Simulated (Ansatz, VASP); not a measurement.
## NaI in VASP and in Ansatz

POSCAR

```
NaI
1.0
    0.0000000000      3.1673847274      3.1673847274
    3.1673847274      0.0000000000      3.1673847274
    3.1673847274      3.1673847274      0.0000000000
Na I
1 1
Direct
    0.0000000000      0.0000000000      0.0000000000
    0.5000000000      0.5000000000      0.5000000000
```

INCAR.step1

```
SYSTEM = NaI
PREC = Accurate
ENCUT = 520
ISMEAR = 0
SIGMA = 0.02
LREAL = .False.
LASPH = .True.
NELM = 100
NBANDS = 14
GGA = PE
ALGO = Normal
EDIFF = 1E-4
LWAVE = .True.
LCHARG = .False.
```

File INCAR.step2:

```
SYSTEM = NaI
PREC = Accurate
ENCUT = 520
EDIFF = 1E-7
ISMEAR = 0
SIGMA = 0.02
LREAL = .False.
LASPH = .True.
NELM = 100
ALGO = Normal
ISIF = 2
LWAVE = .False.
LCHARG = .False.
METAGGA = R2SCAN
LMIXTAU = .True.
NBANDS = 14
ISTART = 1
```

Contents of KPOINTS:

```
regular mesh
0
Gamma
  6 6 6
  0 0 0
```

Input for Ansatz:

```yaml
crystal:
  lattice:
    - [0.0, 3.1673847274, 3.1673847274]
    - [3.1673847274, 0.0, 3.1673847274]
    - [3.1673847274, 3.1673847274, 0.0]
  atoms:
    - { symbol: Na, position: [0.0, 0.0, 0.0] }
    - { symbol: I, position: [0.5, 0.5, 0.5] }
basis:
  ecutwfc: 500
kpoints:
  mp_grid: { grid: [6, 6, 6] }
hamiltonian:
  xc: r2scan
scf:
  occupations: { method: gaussian, width: 0.02 }
output:
  forces: true
  stress: true
  eigenvalues: true
```

Alike in both runs: task single point; functional r2SCAN; k mesh 6 × 6 × 6; occupations gaussian, width 0.02 eV; no spin polarisation.

|  | VASP | Ansatz |
| --- | --- | --- |
| version | VASP 6.6.1 | Ansatz 0.2.0 |
| potentials or method | VASP PAW PBE potentials, release 64 (Na_pv, I), cutoff 520 eV | scalar-relativistic, plane waves, PAW |
| valence electrons in the cell | 14 | 26 |

```tsv
	VASP	Ansatz	Ansatz less VASP
gap on the k mesh at the Fermi level (eV)	4.65	4.64	-0.009
least direct gap on the mesh (eV)	4.65	4.64	-0.009
pressure (GPa)	1.1	1.2	+0.10
```

VASP's potentials were made for PBE, not for r2SCAN. The functional is the same, so the differences come from potentials, cutoffs and numerics. VASP's potentials hold 14 valence electrons a cell and Ansatz's 26, so a difference there can come from the potentials and not from the codes.

Spin-orbit coupling is off throughout.
